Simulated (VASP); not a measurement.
# Co (P6_3/mmc) in VASP: single point with LDA

Aim: the single point of Co with LDA.

Program: VASP 6.6.1. These are calculated values, not measurements. Logs are shortened: lines on timing, memory, paths and dates and some standing lists are left out, and cuts for length are marked.

### 1 The cell of the first run

The structure is hexagonal, space group P6_3/mmc (No. 194). The conventional cell has a = 2.430 Å, b = 2.430 Å, c = 3.918 Å, α = 90.00°, β = 90.00°, γ = 120.00°. Within 3.2 Å of Co (site symmetry -6m2) lie 12 Co at 2.41 to 2.43 Å.

### 2 Single point, LDA, collinear spin, ferromagnetic start

Contents of INCAR:

```
SYSTEM = Co
ALGO = Normal
EDIFF = 1E-7
ENCUT = 520
GGA = CA
ISIF = 2
ISMEAR = -1
ISPIN = 2
LASPH = .True.
LCHARG = .False.
LMAXMIX = 4
LORBIT = 11
LREAL = .False.
LWAVE = .False.
MAGMOM = 1.7 1.7 1.7 1.7
NBANDS = 30
NELM = 150
PREC = Accurate
SIGMA = 0.05
```

Contents of KPOINTS:

```
k-points
0
Gamma
  15 9 9
  0 0 0
```

Contents of POSCAR:

```
Co
1.0
   -1.2147726099      2.1040478800      0.0000000000
    0.0000000000      0.0000000000      3.9181164580
    3.6443178296      2.1040478800      0.0000000000
Co
4
Direct
    0.5000000000      0.2500000000      0.1666666670
    0.0000000000      0.2500000000      0.6666666670
    0.0000000000      0.7500000000      0.3333333330
    0.5000000000      0.7500000000      0.8333333330
```

Potentials or basis: VASP PAW LDA potentials, release 64 (Co).

Started as:

```bash
> cat potpaw_LDA.64/Co/POTCAR > POTCAR
> mpirun -np 1 vasp_std > vasp.out
```

OUTCAR:

```text
SYSTEM = Co
   EDIFF = 1E-7
   ENCUT = 520
   GGA = CA
   ISIF = 2
   ISMEAR = -1
   ISPIN = 2
   LASPH = .True.
   LORBIT = 11
   LREAL = .False.
   NELM = 150
   PREC = Accurate

 ion  position               nearest neighbor table
   1  0.500  0.250  0.167-   3 2.41   3 2.41   3 2.41   3 2.41   4 2.41   4 2.41   2 2.43   2 2.43
                             2 2.43   2 2.43
   2  0.000  0.250  0.667-   4 2.41   4 2.41   4 2.41   4 2.41   3 2.41   3 2.41   1 2.43   1 2.43
                             1 2.43   1 2.43
   3  0.000  0.750  0.333-   1 2.41   1 2.41   1 2.41   1 2.41   2 2.41   2 2.41   4 2.43   4 2.43
                             4 2.43   4 2.43
   4  0.500  0.750  0.833-   2 2.41   2 2.41   2 2.41   2 2.41   1 2.41   1 2.41   3 2.43   3 2.43
                             3 2.43   3 2.43

  LATTYP: Found a simple orthorhombic cell.
 ALAT       =     2.4295452198
 B/A-ratio  =     1.6126954238
 C/A-ratio  =     1.7320508075

  Lattice vectors:

 A1 = (  -1.2147726099,   2.1040478800,   0.0000000000)
 A2 = (   0.0000000000,   0.0000000000,   3.9181164580)
 A3 = (   3.6443178296,   2.1040478800,   0.0000000000)

Analysis of symmetry for initial positions (statically):
=====================================================================
 Subroutine PRICEL returns following result:

  LATTYP: Found a hexagonal cell.
 ALAT       =     2.4295452198
 C/A-ratio  =     1.6126954239

  Lattice vectors:

 A1 = (   1.2147726098,   2.1040478800,   0.0000000000)
 A2 = (  -2.4295452198,   0.0000000000,   0.0000000000)
 A3 = (   0.0000000000,   0.0000000000,   3.9181164580)

   2 primitive cells build up your supercell.

 Routine SETGRP: Setting up the symmetry group for a
 simple orthorhombic supercell.

 Subroutine GETGRP returns: Found  8 space group operations
 (whereof  4 operations were pure point group operations)
 out of a pool of  8 trial point group operations.

The static configuration has the point symmetry C_2h.
 The point group associated with its full space group is D_2h.

Analysis of symmetry for dynamics (positions and initial velocities):
=====================================================================
 Subroutine PRICEL returns following result:

  LATTYP: Found a hexagonal cell.
 ALAT       =     2.4295452198
 C/A-ratio  =     1.6126954239

  Lattice vectors:

 A1 = (   1.2147726098,   2.1040478800,   0.0000000000)
 A2 = (  -2.4295452198,   0.0000000000,   0.0000000000)
 A3 = (   0.0000000000,   0.0000000000,   3.9181164580)

   2 primitive cells build up your supercell.

 Routine SETGRP: Setting up the symmetry group for a
 simple orthorhombic supercell.

 Subroutine GETGRP returns: Found  8 space group operations
 (whereof  4 operations were pure point group operations)
 out of a pool of  8 trial point group operations.

The dynamic configuration has the point symmetry C_2h.
 The point group associated with its full space group is D_2h.

Analysis of structural, dynamic, and magnetic symmetry:
=====================================================================
 Subroutine PRICEL returns following result:

  LATTYP: Found a hexagonal cell.
 ALAT       =     2.4295452198
 C/A-ratio  =     1.6126954239

  Lattice vectors:

 A1 = (   1.2147726098,   2.1040478800,   0.0000000000)
 A2 = (  -2.4295452198,   0.0000000000,   0.0000000000)
 A3 = (   0.0000000000,   0.0000000000,   3.9181164580)

   2 primitive cells build up your supercell.

 Routine SETGRP: Setting up the symmetry group for a
 simple orthorhombic supercell.

 Subroutine GETGRP returns: Found  8 space group operations
 (whereof  4 operations were pure point group operations)
 out of a pool of  8 trial point group operations.

The overall configuration has the point symmetry C_2h.
 The point group associated with its full space group is D_2h.

 Subroutine INISYM returns: Found  8 space group operations
 (whereof  4 operations are pure point group operations),
 and found     2 'primitive' translations

----------------------------------------------------------------------------------------

                                     Primitive cell

  volume of cell :      20.0289

  direct lattice vectors                    reciprocal lattice vectors
     1.214772610  2.104047880  0.000000000     0.000000000  0.475274355  0.000000000
    -2.429545220  0.000000000  0.000000000    -0.411599666  0.237637178  0.000000000
     0.000000000  0.000000000  3.918116458     0.000000000  0.000000000  0.255224675

  length of vectors
     2.429545220  2.429545220  3.918116458     0.475274355  0.475274355  0.255224675

  position of ions in fractional coordinates (direct lattice)
     0.666666667  0.333333333  0.250000000
     0.333333333  0.666666667  0.750000000

  ion indices of the primitive-cell ions
   primitive index   ion index
                 1           1
                 2           4

----------------------------------------------------------------------------------------

 KPOINTS: k-points

Automatic generation of k-mesh.
 Grid dimensions read from file:
 generate k-points for:   15    9    9

 Generating k-lattice:

  Cartesian coordinates                     Fractional coordinates (reciprocal lattice)
    -0.013719989  0.023763718  0.000000000     0.066666667  0.000000000  0.000000000
     0.000000000  0.000000000  0.028358297     0.000000000  0.111111111  0.000000000
     0.022866648  0.013202065  0.000000000     0.000000000  0.000000000  0.111111111

  Length of vectors
     0.027439978  0.028358297  0.026404131

  Shift w.r.t. Gamma in fractional coordinates (k-lattice)
     0.000000000  0.000000000  0.000000000

 Subroutine IBZKPT returns following result:
 ===========================================

 Found    200 irreducible k-points:

 Following reciprocal coordinates:
            Coordinates               Weight
  0.000000  0.000000  0.000000      1.000000
  0.066667  0.000000  0.000000      2.000000
  0.133333  0.000000 -0.000000      2.000000
  0.200000  0.000000  0.000000      2.000000
  0.266667  0.000000 -0.000000      2.000000
  0.333333  0.000000  0.000000      2.000000
[... 16 lines left out ...]
  0.400000  0.222222  0.000000      4.000000
  0.466667  0.222222  0.000000      4.000000
 [... further k-points ...]
   k-points           NKPTS =    200   k-points in BZ     NKDIM =    200   number of bands    NBANDS=     30
   number of dos      NEDOS =    301   number of ions     NIONS =      4
   total plane-waves  NPLWV =  17280
   dimension x,y,z NGX =    18 NGY =   30 NGZ =   32
   dimension x,y,z NGXF=    36 NGYF=   60 NGZF=   64
   ions per type =               4
   NGX,Y,Z   is equivalent  to a cutoff of  12.32, 12.73, 12.64 a.u.
   NGXF,Y,Z  is equivalent  to a cutoff of  24.63, 25.46, 25.28 a.u.
 SYSTEM =  Co
   PREC   = accura    normal or accurate (medium, high low for compatibility)
   ISTART =      0    job   : 0-new  1-cont  2-samecut
   ICHARG =      2    charge: 1-file 2-atom 10-const
   ISPIN  =      2    spin polarized calculation?
   LNONCOLLINEAR =      F non collinear calculations
   LSORBIT =      F    spin-orbit coupling
   LASPH  =      T    aspherical Exc in radial PAW
   ENCUT  =  520.0 eV  38.22 Ry    6.18 a.u.   4.52  7.29  7.82*2*pi/ulx,y,z
   NELM   =    150;   NELMIN=  2; NELMDL= -5     # of ELM steps
   EDIFF  = 0.1E-06   stopping-criterion for ELM
   LREAL  =      F    real-space projection
   EDIFFG = 0.1E-05   stopping-criterion for IOM
   NSW    =      0    number of steps for IOM
   IBRION =     -1    ionic relax: 0-MD 1-quasi-New 2-CG
   NFREE  =      0    steps in history (QN), initial steepest desc. (CG)
   ISIF   =      2    stress and relaxation
   ISYM   =      2    0-nonsym 1-usesym 2-fastsym
   POTIM  = 0.5000    time-step for ionic-motion
   TEBEG  =    0.0;   TEEND  =   0.0 temperature during run
   PSTRESS=    0.0 pullay stress
   NELECT =      36.0000    total number of electrons
   NUPDOWN=      -1.0000    fix difference up-down
   EMIN   =  10.00;   EMAX   =-10.00  energy-range for DOS
   EFERMI =   0.00;   METHOD = LEGACY
   ISMEAR =    -1;   SIGMA  =   0.05  broadening in eV -4-tet -1-fermi 0-gaus
   EFERMI_NEDOS =   21; number of points for ismear=-14 and -15
   IALGO  =     38    algorithm
   IMIX   =      4    mixing-type and parameters
     AMIX     =   0.40;   BMIX     =  1.00
     AMIX_MAG =   1.60;   BMIX_MAG =  1.00
  volume/ion in A,a.u.               =      10.01        67.58
  Fermi-wavevector in a.u.,A,eV,Ry     =   1.579840  2.985464 33.958691  2.495893
  Thomas-Fermi vector in A             =   2.680158
   LORBIT       =     11    0 simple, 1 ext, 2 COOP (PROOUT), +10 PAW based schemes
   GGA     = CA    functional components
   LHFCALC =     F    Hartree Fock is set to
   AEXX    =    0.0000 exact exchange contribution
   IVDW    =     0    specifies the selected vdW correction
   LEPSILON=     F    determine dielectric tensor
   LRPA    =     F    only Hartree local field effects (RPA)
 spin polarized calculation
  energy-cutoff  :      520.00
  volume of cell :       40.06
 maximum number of plane-waves:      1097
 NGX is ok and might be reduce to    18
   NGX =  9   NGY = 15   NGZ = 15

 number of electron      36.0000011 magnetization       5.9476165

 Free energy of the ion-electron system (eV)
  ---------------------------------------------------
  ext. energy  EPLUGINS =         0.00000000
  ---------------------------------------------------
  free energy    TOTEN  =       -32.51449277 eV

  energy without entropy =      -32.48324748  energy(sigma->0) =      -32.49887013

 E-fermi :  11.0697     XC(G=0): -14.2142

 val. band max:       11.0683844809   @ k =   0.2667   0.1111  -0.0000
 cond. band min:      11.0696773484   @ k =   0.2667   0.1111   0.2222
 fundamental gap:      0.0012928676
 Fermi energy:        11.0696578315

 spin component 1

 k-point     1 :       0.0000    0.0000    0.0000
  band No.  band energies     occupation
      1       1.7183      1.00000
      2       5.6522      1.00000
      3       6.0516      1.00000
      4       6.1095      1.00000
      5       6.3906      1.00000
      6       8.3560      1.00000
[... 22 lines left out ...]
     29      26.1868      0.00000
     30      26.6703      0.00000

 k-point     2 :       0.0667    0.0000    0.0000
  band No.  band energies     occupation
      1       1.8428      1.00000
      2       5.7305      1.00000
      3       6.1251      1.00000
      4       6.1850      1.00000
      5       6.4086      1.00000
      6       8.3292      1.00000
[... 718 lines left out ...]
 k-point    24 :       0.4667    0.2222    0.0000
  band No.  band energies     occupation
      1       6.2404      1.00000
      2       6.5716      1.00000
      3       6.5895      1.00000
      4       6.6800      1.00000
      5       7.1332      1.00000
      6       7.1566      1.00000
[... 22 lines left out ...]
     29      24.2005      0.00000
     30      24.3567      0.00000

 [... further k-points ...]

 spin component 2

 k-point     1 :       0.0000    0.0000    0.0000
  band No.  band energies     occupation
      1       1.9043      1.00000
      2       6.5167      1.00000
      3       6.9208      1.00000
      4       7.0892      1.00000
      5       7.4338      1.00000
      6       9.1924      1.00000
[... 22 lines left out ...]
     29      26.7907      0.00000
     30      26.9423      0.00000

 k-point     2 :       0.0667    0.0000    0.0000
  band No.  band energies     occupation
      1       2.0293      1.00000
      2       6.6023      1.00000
      3       7.0012      1.00000
      4       7.1641      1.00000
      5       7.4564      1.00000
      6       9.0946      1.00000
[... 718 lines left out ...]
 k-point    24 :       0.4667    0.2222    0.0000
  band No.  band energies     occupation
      1       6.8056      1.00000
      2       7.4438      1.00000
      3       7.6129      1.00000
      4       7.6163      1.00000
      5       8.1546      1.00000
      6       8.2370      1.00000
[... 22 lines left out ...]
     29      24.7254      0.00000
     30      24.8493      0.00000

 [... further k-points ...]

------------------------ aborting loop because EDIFF is reached ----------------------------------------

  FORCE on cell =-STRESS in cart. coord.  units (eV):
  Direction    XX          YY          ZZ          XY          YZ          ZX
  --------------------------------------------------------------------------------------
  -------------------------------------------------------------------------------------
  Total       -0.3082737     -0.3074616     -0.3645565     -0.0007033      0.0000000      0.0000000
  in kB      -12.3298889    -12.2974065    -14.5810072     -0.0281305      0.0000000      0.0000000
  external PRESSURE =     -13.0694342 kB  Pullay stress =       0.0000000 kB

 VOLUME and BASIS-vectors are now :
 -----------------------------------------------------------------------------
  energy-cutoff  :      520.00
  volume of cell :       40.06
      direct lattice vectors                 reciprocal lattice vectors
    -1.214772610  2.104047880  0.000000000    -0.205799833  0.356455767  0.000000000
     0.000000000  0.000000000  3.918116458     0.000000000  0.000000000  0.255224675
     3.644317830  2.104047880  0.000000000     0.205799833  0.118818589  0.000000000

 POSITION                                       TOTAL-FORCE (eV/Angst)
 -----------------------------------------------------------------------------------
      0.00000      1.40270      0.97953         0.001046      0.000604      0.000000
      2.42955      1.40270      0.97953         0.001046      0.000604     -0.000000
      1.21477      0.70135      2.93859        -0.001046     -0.000604      0.000000
      2.42955      2.80540      2.93859        -0.001046     -0.000604     -0.000000
 -----------------------------------------------------------------------------------
    total drift:                                0.000000      0.000000      0.000000

  FREE ENERGIE OF THE ION-ELECTRON SYSTEM (eV)
  ---------------------------------------------------
  free  energy   TOTEN  =       -32.5144927743 eV

  energy  without entropy=      -32.4832474819  energy(sigma->0) =      -32.49887013

 total charge

# of ion       s       p       d       tot
------------------------------------------
    1        0.523   0.589   7.338   8.449
    2        0.523   0.589   7.338   8.449
    3        0.523   0.589   7.338   8.449
    4        0.523   0.589   7.338   8.449
--------------------------------------------------
tot          2.091   2.355  29.351  33.798

 magnetization (x)

# of ion       s       p       d       tot
------------------------------------------
    1       -0.013  -0.039   1.532   1.480
    2       -0.013  -0.039   1.532   1.480
    3       -0.013  -0.039   1.532   1.480
    4       -0.013  -0.039   1.532   1.480
--------------------------------------------------
tot         -0.053  -0.155   6.129   5.922
```

Wall time 9.6 min (1 thread of Intel Xeon Platinum 8488C (Sapphire Rapids), shared host); peak memory 0.38 GiB.

Results:

- Free energy: -32.5145 eV
- Pressure: -1.3 GPa
- Net moment: 5.95 μB per cell
- Site moments: Co +1.48 μB
- Valence electrons inside the program's atomic spheres: Co 8.45
